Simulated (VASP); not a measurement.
# HfN (WC type) (P-6m2) in VASP: a series of runs

HfN (WC type) is run at these levels: PBE; tasks: single point.

Everything below comes from runs of VASP 6.6.1. Logs are shortened: lines on timing, memory, paths and dates and some standing lists are left out, and cuts for length are marked.

**1. The cell of the first run**

It takes space group P-6m2 (No. 187, hexagonal). The conventional cell has a = 3.013 Å, b = 3.013 Å, c = 2.848 Å, α = 90.00°, β = 90.00°, γ = 120.00°. Within 3.0 Å of Hf (site symmetry -6m2) lie 6 N at 2.25 Å and 2 Hf at 2.85 Å. N (site symmetry -6m2) has 6 Hf at 2.25 Å and 2 N at 2.85 Å within 3.0 Å.

**2. Single point, PBE**

Input file INCAR:

```
SYSTEM = HfN
ALGO = Normal ; EDIFF = 1E-7
ENCUT = 520 ; GGA = PE
ISIF = 2 ; ISMEAR = -1
LASPH = .TRUE. ; LCHARG = .FALSE.
LREAL = .FALSE. ; LWAVE = .FALSE.
NBANDS = 14 ; NELM = 60
PREC = Accurate ; SIGMA = 0.08
```

Input file KPOINTS:

```
k-points
0
G
  15 15 13
  0 0 0
```

Input file POSCAR:

```
HfN
1.0
    3.0125593122      0.0000000000      0.0000000000
   -1.5062796561      2.6089528948      0.0000000000
    0.0000000000      0.0000000000      2.8475483865
Hf N
1 1
Direct
    0.0000000000      0.0000000000      0.0000000000
    0.3333333333      0.6666666667      0.5000000000
```

Potentials or basis: VASP PAW PBE potentials, release 64 (Hf_pv, N).

Run with:

```console
cat potpaw_PBE.64/Hf_pv/POTCAR potpaw_PBE.64/N/POTCAR > POTCAR
mpirun -np 1 vasp_std > vasp.out
```

OUTCAR:

```text
SYSTEM = HfN
   EDIFF = 1E-7
   ENCUT = 520
   GGA = PE
   ISIF = 2
   ISMEAR = -1
   LASPH = .TRUE.
   LREAL = .FALSE.
   NELM = 60
   PREC = Accurate

 ion  position               nearest neighbor table
   1  0.000  0.000  0.000-   2 2.25   2 2.25   2 2.25   2 2.25   2 2.25   2 2.25
   2  0.333  0.667  0.500-   1 2.25   1 2.25   1 2.25   1 2.25   1 2.25   1 2.25

  LATTYP: Found a hexagonal cell.
 ALAT       =     3.0125593122
 C/A-ratio  =     0.9452256674

  Lattice vectors:

 A1 = (   3.0125593122,   0.0000000000,   0.0000000000)
 A2 = (  -1.5062796561,   2.6089528948,   0.0000000000)
 A3 = (   0.0000000000,   0.0000000000,   2.8475483865)

Analysis of symmetry for initial positions (statically):
=====================================================================
 Subroutine PRICEL returns:
 Original cell was already a primitive cell.

 Routine SETGRP: Setting up the symmetry group for a
 hexagonal supercell.

 Subroutine GETGRP returns: Found 12 space group operations
 (whereof 12 operations were pure point group operations)
 out of a pool of 24 trial point group operations.

The static configuration has the point symmetry D_3h.

Analysis of symmetry for dynamics (positions and initial velocities):
=====================================================================
 Subroutine PRICEL returns:
 Original cell was already a primitive cell.

 Routine SETGRP: Setting up the symmetry group for a
 hexagonal supercell.

 Subroutine GETGRP returns: Found 12 space group operations
 (whereof 12 operations were pure point group operations)
 out of a pool of 24 trial point group operations.

The dynamic configuration has the point symmetry D_3h.

 Subroutine INISYM returns: Found 12 space group operations
 (whereof 12 operations are pure point group operations),
 and found     1 'primitive' translations

----------------------------------------------------------------------------------------

                                     Primitive cell

  volume of cell :      22.3807

  direct lattice vectors                    reciprocal lattice vectors
     3.012559312  0.000000000  0.000000000     0.331943672  0.191647768  0.000000000
    -1.506279656  2.608952895  0.000000000     0.000000000  0.383295537  0.000000000
     0.000000000  0.000000000  2.847548387     0.000000000  0.000000000  0.351179283

  length of vectors
     3.012559312  3.012559312  2.847548387     0.383295537  0.383295537  0.351179283

  position of ions in fractional coordinates (direct lattice)
     0.000000000  0.000000000  0.000000000
     0.333333333  0.666666667  0.500000000

  ion indices of the primitive-cell ions
   primitive index   ion index
[... 76 lines left out ...]
   EDIFFG = 0.1E-05   stopping-criterion for IOM
   NSW    =      0    number of steps for IOM
   IBRION =     -1    ionic relax: 0-MD 1-quasi-New 2-CG
   NFREE  =      0    steps in history (QN), initial steepest desc. (CG)
   ISIF   =      2    stress and relaxation
   ISYM   =      2    0-nonsym 1-usesym 2-fastsym
   POTIM  = 0.5000    time-step for ionic-motion
   TEBEG  =    0.0;   TEEND  =   0.0 temperature during run
   PSTRESS=    0.0 pullay stress
   NELECT =      15.0000    total number of electrons
   NUPDOWN=      -1.0000    fix difference up-down
   EMIN   =  10.00;   EMAX   =-10.00  energy-range for DOS
   EFERMI =   0.00;   METHOD = LEGACY
   ISMEAR =    -1;   SIGMA  =   0.08  broadening in eV -4-tet -1-fermi 0-gaus
   EFERMI_NEDOS =   21; number of points for ismear=-14 and -15
   IALGO  =     38    algorithm
   IMIX   =      4    mixing-type and parameters
     AMIX     =   0.40;   BMIX     =  1.00
     AMIX_MAG =   1.60;   BMIX_MAG =  1.00
  volume/ion in A,a.u.               =      11.19        75.52
  Fermi-wavevector in a.u.,A,eV,Ry     =   1.432675  2.707363 27.926731  2.052557
  Thomas-Fermi vector in A             =   2.552276
   LORBIT       =      0    0 simple, 1 ext, 2 COOP (PROOUT), +10 PAW based schemes
   GGA     = PE    functional components
[... 5 lines left out ...]
 non-spin polarized calculation
  energy-cutoff  :      520.00
  volume of cell :       22.38
 maximum number of plane-waves:       622
 NGX is ok and might be reduce to    24
   NGX = 11   NGY = 11   NGZ = 11

 number of electron      14.9999999 magnetization

 Free energy of the ion-electron system (eV)
  ---------------------------------------------------
  ext. energy  EPLUGINS =         0.00000000
  ---------------------------------------------------
  free energy    TOTEN  =       -20.89078366 eV

  energy without entropy =      -20.86060708  energy(sigma->0) =      -20.87569537

 E-fermi :   7.5316     XC(G=0): -12.8509

 val. band max:        7.5277979116   @ k =   0.3333   0.2000   0.0000
 cond. band min:       7.5343634964   @ k =   0.3333   0.0000   0.4615
 fundamental gap:      0.0065655849
 Fermi energy:         7.5315871497

 k-point     1 :       0.0000    0.0000    0.0000
  band No.  band energies     occupation
      1     -22.4289      2.00000
      2     -22.4289      2.00000
      3     -22.2431      2.00000
      4      -9.0111      2.00000
      5       3.9075      2.00000
      6       3.9075      2.00000
      7       5.0357      2.00000
      8       5.8883      2.00000
      9      10.2166      0.00000
     10      12.7830      0.00000
     11      12.7830      0.00000
     12      13.9942      0.00000
     13      13.9942      0.00000
     14      20.9600      0.00000
[... 377 lines left out ...]
      1     -23.5034      2.00000
      2     -22.9670      2.00000
      3     -22.0665      2.00000
      4      -6.5885      2.00000
      5       1.0496      2.00000
      6       3.6450      2.00000
      7       3.9397      2.00000
      8       7.5946      0.62561
      9      11.3001      0.00000
     10      11.3508      0.00000
     11      12.6931      0.00000
     12      16.4895      0.00000
     13      19.7565      0.00000
     14      20.5167      0.00000

 [... further k-points ...]
[... 5 lines left out ...]
  --------------------------------------------------------------------------------------
  -------------------------------------------------------------------------------------
  Total        2.7976233      2.7976233      2.7030419      0.0000000     -0.0000000      0.0000000
  in kB      200.2750535    200.2750535    193.5042014      0.0000000     -0.0000000      0.0000000
  external PRESSURE =     198.0181028 kB  Pullay stress =       0.0000000 kB

 VOLUME and BASIS-vectors are now :
 -----------------------------------------------------------------------------
  energy-cutoff  :      520.00
  volume of cell :       22.38
      direct lattice vectors                 reciprocal lattice vectors
     3.012559312  0.000000000  0.000000000     0.331943672  0.191647768  0.000000000
    -1.506279656  2.608952895  0.000000000     0.000000000  0.383295537  0.000000000
     0.000000000  0.000000000  2.847548387     0.000000000  0.000000000  0.351179283

 POSITION                                       TOTAL-FORCE (eV/Angst)
 -----------------------------------------------------------------------------------
      0.00000      0.00000      0.00000        -0.000000      0.000000      0.000000
     -0.00000      1.73930      1.42377         0.000000      0.000000      0.000000
 -----------------------------------------------------------------------------------
    total drift:                                0.000000     -0.000000     -0.000000

  FREE ENERGIE OF THE ION-ELECTRON SYSTEM (eV)
  ---------------------------------------------------
  free  energy   TOTEN  =       -20.8907836584 eV

  energy  without entropy=      -20.8606070806  energy(sigma->0) =      -20.87569537
```

stdout:

```text
POSCAR found type information on POSCAR HfN
 POSCAR found :  2 types and       2 ions
 scaLAPACK will be used
 LDA part: xc-table for (Slater+PW92), standard interpolation
 POSCAR, INCAR and KPOINTS ok, starting setup
 FFT: planning ... GRIDC
 FFT: planning ... GRID_SOFT
 FFT: planning ... GRID
 WAVECAR not read
 entering main loop
```

Run time: 1.8 min. Hardware: 1 thread of AMD EPYC 7R13, shared host; peak memory 0.16 GiB.

What came out:

```yaml
Free_energy: -20.8908 eV
Pressure: 19.8 GPa
```

Stress tensor (GPa, compression positive):
```
20.03  0.00  0.00
 0.00 20.03  0.00
 0.00  0.00 19.35
```

Caveat: spin-orbit coupling is left out, which moves the levels of the heavy elements.

**3. Single point, PBE**

Input file INCAR:

```
PREC = Accurate
ENCUT = 520
EDIFF = 1E-6
ISMEAR = -1
SIGMA = 0.08
LREAL = F
LASPH = T
NELM = 60
ALGO = Normal
ISIF = 2
LWAVE = F
LCHARG = F
GGA = PE
NBANDS = 14
```

Input file KPOINTS:

```
regular mesh
0
Gamma
  15 15 13
```

Input file POSCAR:

```
HfN
1.0
    3.0127846567      0.0000000000      0.0000000000
   -1.5063923283      2.6091480488      0.0000000000
    0.0000000000      0.0000000000      2.8478408354
Hf N
1 1
Direct
    0.0000000000      0.0000000000      0.0000000000
    0.3333333333      0.6666666667      0.5000000000
```

Potentials or basis: VASP PAW PBE potentials, release 64 (Hf_pv, N).

Run with:

```console
cat potpaw_PBE.64/Hf_pv/POTCAR potpaw_PBE.64/N/POTCAR > POTCAR
mpirun -np 1 vasp_std > vasp.out
```

OUTCAR:

```text
PREC = Accurate
   ENCUT = 520
   EDIFF = 1E-6
   ISMEAR = -1
   LREAL = F
   LASPH = T
   NELM = 60
   ISIF = 2
   GGA = PE

 ion  position               nearest neighbor table
   1  0.000  0.000  0.000-   2 2.25   2 2.25   2 2.25   2 2.25   2 2.25   2 2.25
   2  0.333  0.667  0.500-   1 2.25   1 2.25   1 2.25   1 2.25   1 2.25   1 2.25

  LATTYP: Found a hexagonal cell.
 ALAT       =     3.0127846567
 C/A-ratio  =     0.9452520375

  Lattice vectors:

 A1 = (   3.0127846567,   0.0000000000,   0.0000000000)
 A2 = (  -1.5063923283,   2.6091480488,   0.0000000000)
 A3 = (   0.0000000000,   0.0000000000,   2.8478408354)

Analysis of symmetry for initial positions (statically):
=====================================================================
 Subroutine PRICEL returns:
 Original cell was already a primitive cell.

 Routine SETGRP: Setting up the symmetry group for a
 hexagonal supercell.

 Subroutine GETGRP returns: Found 12 space group operations
 (whereof 12 operations were pure point group operations)
 out of a pool of 24 trial point group operations.

The static configuration has the point symmetry D_3h.

Analysis of symmetry for dynamics (positions and initial velocities):
=====================================================================
 Subroutine PRICEL returns:
 Original cell was already a primitive cell.

 Routine SETGRP: Setting up the symmetry group for a
 hexagonal supercell.

 Subroutine GETGRP returns: Found 12 space group operations
 (whereof 12 operations were pure point group operations)
 out of a pool of 24 trial point group operations.

The dynamic configuration has the point symmetry D_3h.

 Subroutine INISYM returns: Found 12 space group operations
 (whereof 12 operations are pure point group operations),
 and found     1 'primitive' translations

----------------------------------------------------------------------------------------

[... 109 lines left out ...]
   IALGO  =     38    algorithm
   IMIX   =      4    mixing-type and parameters
     AMIX     =   0.40;   BMIX     =  1.00
     AMIX_MAG =   1.60;   BMIX_MAG =  1.00
  volume/ion in A,a.u.               =      11.19        75.54
  Fermi-wavevector in a.u.,A,eV,Ry     =   1.432554  2.707135 27.922035  2.052212
  Thomas-Fermi vector in A             =   2.552169
   LORBIT       =      0    0 simple, 1 ext, 2 COOP (PROOUT), +10 PAW based schemes
   GGA     = PE    functional components
[... 5 lines left out ...]
 non-spin polarized calculation
  energy-cutoff  :      520.00
  volume of cell :       22.39
 maximum number of plane-waves:       622
 NGX is ok and might be reduce to    24
   NGX = 11   NGY = 11   NGZ = 11

 number of electron      14.9999999 magnetization

 Free energy of the ion-electron system (eV)
  ---------------------------------------------------
  ext. energy  EPLUGINS =         0.00000000
  ---------------------------------------------------
  free energy    TOTEN  =       -20.89148231 eV

  energy without entropy =      -20.86129815  energy(sigma->0) =      -20.87639023

 E-fermi :   7.5292     XC(G=0): -12.8496

 val. band max:        7.5257460699   @ k =   0.3333   0.2000   0.0000
 cond. band min:       7.5316979251   @ k =   0.3333  -0.0000   0.4615
 fundamental gap:      0.0059518552
 Fermi energy:         7.5291745325

 k-point     1 :       0.0000    0.0000    0.0000
  band No.  band energies     occupation
      1     -22.4321      2.00000
      2     -22.4321      2.00000
      3     -22.2465      2.00000
      4      -9.0118      2.00000
      5       3.9064      2.00000
      6       3.9064      2.00000
      7       5.0341      2.00000
      8       5.8858      2.00000
      9      10.2126      0.00000
     10      12.7791      0.00000
     11      12.7791      0.00000
     12      13.9900      0.00000
     13      13.9900      0.00000
     14      20.9565      0.00000
[... 377 lines left out ...]
      1     -23.5057      2.00000
      2     -22.9698      2.00000
      3     -22.0700      2.00000
      4      -6.5902      2.00000
      5       1.0482      2.00000
      6       3.6432      2.00000
      7       3.9381      2.00000
      8       7.5925      0.62385
      9      11.2971      0.00000
     10      11.3474      0.00000
     11      12.6892      0.00000
     12      16.4846      0.00000
     13      19.7506      0.00000
     14      20.5112      0.00000

 [... further k-points ...]
[... 5 lines left out ...]
  --------------------------------------------------------------------------------------
  -------------------------------------------------------------------------------------
  Total        2.7874637      2.7874637      2.6884905      0.0000000     -0.0000000      0.0000000
  in kB      199.4974185    199.4974185    192.4139529      0.0000000     -0.0000000      0.0000000
  external PRESSURE =     197.1362633 kB  Pullay stress =       0.0000000 kB

 VOLUME and BASIS-vectors are now :
 -----------------------------------------------------------------------------
  energy-cutoff  :      520.00
  volume of cell :       22.39
      direct lattice vectors                 reciprocal lattice vectors
     3.012784657  0.000000000  0.000000000     0.331918844  0.191633434  0.000000000
    -1.506392328  2.609148049  0.000000000     0.000000000  0.383266868  0.000000000
     0.000000000  0.000000000  2.847840835     0.000000000  0.000000000  0.351143220

 POSITION                                       TOTAL-FORCE (eV/Angst)
 -----------------------------------------------------------------------------------
      0.00000      0.00000      0.00000        -0.000000      0.000000      0.000000
     -0.00000      1.73943      1.42392         0.000000     -0.000000      0.000000
 -----------------------------------------------------------------------------------
    total drift:                                0.000000     -0.000000     -0.000000

  FREE ENERGIE OF THE ION-ELECTRON SYSTEM (eV)
  ---------------------------------------------------
  free  energy   TOTEN  =       -20.8914823058 eV

  energy  without entropy=      -20.8612981468  energy(sigma->0) =      -20.87639023
```

OSZICAR:

```text
N       E                     dE             d eps       ncg     rms          rms(c)
DAV:   1     0.405384621074E+02    0.40538E+02   -0.78393E+03  5300   0.101E+03
DAV:   2    -0.218506814558E+02   -0.62389E+02   -0.58653E+02  6794   0.241E+02
DAV:   3    -0.238115418313E+02   -0.19609E+01   -0.19533E+01  6378   0.355E+01
DAV:   4    -0.238186877080E+02   -0.71459E-02   -0.71452E-02  6270   0.250E+00
DAV:   5    -0.238187334739E+02   -0.45766E-04   -0.45766E-04  6486   0.171E-01    0.537E+01
DAV:   6    -0.209688304581E+02    0.28499E+01   -0.65158E+00  6066   0.217E+01    0.432E+01
DAV:   7    -0.209118202185E+02    0.57010E-01   -0.45331E-01  7038   0.598E+00    0.254E+01
DAV:   8    -0.208960907022E+02    0.15730E-01   -0.88170E-02  7266   0.244E+00    0.520E+00
DAV:   9    -0.208916518095E+02    0.44389E-02   -0.13846E-02  5772   0.897E-01    0.176E+00
DAV:  10    -0.208915321827E+02    0.11963E-03   -0.11986E-03  7050   0.330E-01    0.456E-01
DAV:  11    -0.208914820915E+02    0.50091E-04   -0.11007E-04  6102   0.105E-01    0.326E-02
DAV:  12    -0.208914823058E+02   -0.21430E-06   -0.80798E-06  6804   0.238E-02
   1 F= -.20891482E+02 E0= -.20876390E+02  d E =-.301842E-01
```

Run time: 2.1 min. Hardware: 1 thread of AMD EPYC 7R13, shared host; peak memory 0.16 GiB.

What came out:

```yaml
Free_energy: -20.8915 eV
Pressure: 19.7 GPa
```

Stress tensor (GPa, compression positive):
```
19.95  0.00  0.00
 0.00 19.95  0.00
 0.00  0.00 19.24
```

Levels at points of the mesh, in eV from the Fermi level:
```tsv
k point	band 6	band 7	band 8	band 9	band 10	band 11
(0.00, 0.00, 0.00)	-3.62	-2.50	-1.64	2.68	5.25	5.25
```

Caveat: spin-orbit coupling is left out, which moves the levels of the heavy elements.
